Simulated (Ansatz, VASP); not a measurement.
# One calculation of BN, two programs

```
B N
1.0
     2.57948    0.00000    0.00000
    -1.28974    2.23389    0.00000
     0.00000    0.00000    4.22685
B N
2 2
Direct
  0.66667 0.33333 0.99972
  0.33333 0.66667 0.49972
  0.66667 0.33333 0.62528
  0.33333 0.66667 0.12528
```

Change from the starting cell: strain +0.0100 x Voigt [1, 1, 0, 0, 0, 0], atoms carried along.

Alike in both runs: task single point; functional r2SCAN; k mesh 12 × 12 × 6; occupations gaussian, width 0.05 eV; no spin polarisation.

|  | VASP | Ansatz |
| --- | --- | --- |
| version | VASP 6.6.1 | Ansatz 0.2.0 |
| potentials or method | VASP PAW PBE potentials, release 64 (B_h, N_h), cutoff 910 eV | scalar-relativistic, plane waves, PAW |
| valence electrons in the cell | 16 | 16 |

|  | VASP | Ansatz | Ansatz less VASP |
| --- | --- | --- | --- |
| gap on the k mesh at the Fermi level (eV) | 5.80 | 5.81 | +0.017 |
| least direct gap on the mesh (eV) | 8.76 | 8.76 | +0.007 |
| rms of the force components (eV/Å) | 0.016 | 0.014 | -0.0014 |

VASP's potentials were made for PBE, not for r2SCAN. Atom by atom the forces differ by 0.001 eV/Å (rms over components).

Noted on VASP's run: the cutoff is short for stress, so the pressure is rough.
